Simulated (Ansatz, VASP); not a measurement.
**CaO: VASP beside Ansatz**

```
Ca O
1.0
     4.41856    0.00000    0.00000
    -2.20928    3.06359    0.00000
     0.00000    0.00000    4.87170
Ca O
2 2
Direct
  0.33333 0.66667 0.75000
  0.66667 0.33333 0.25000
  0.33333 0.66667 0.25000
  0.66667 0.33333 0.75000
```

Change from the starting cell: strain +e along x and -e along y +0.1100, strain +e along z and -e/2 along x and y +0.0133.

Alike in both runs: task single point; functional PBE; k mesh 9 × 9 × 6; occupations gaussian, width 0.05 eV; no spin polarisation.

|  | VASP | Ansatz |
| --- | --- | --- |
| version | VASP 6.6.1 | Ansatz 0.2.0 |
| potentials or method | VASP PAW PBE potentials, release 64 (Ca_sv, O), cutoff 520 eV | scalar-relativistic, plane waves, PAW |
| valence electrons in the cell | 32 | 32 |

|  | VASP | Ansatz | Ansatz less VASP |
| --- | --- | --- | --- |
| gap on the k mesh at the Fermi level (eV) | 3.38 | 3.39 | +0.011 |
| least direct gap on the mesh (eV) | 3.38 | 3.39 | +0.011 |
| pressure (GPa) | 4.2 | 3.6 | -0.56 |
| traceless stress, the component that is largest in VASP (GPa) | 13.96 | 13.53 | -0.428 |
| rms of the force components (eV/Å) | 1.180 | 1.130 | -0.0494 |

Atom by atom the forces differ by 0.050 eV/Å (rms over components).
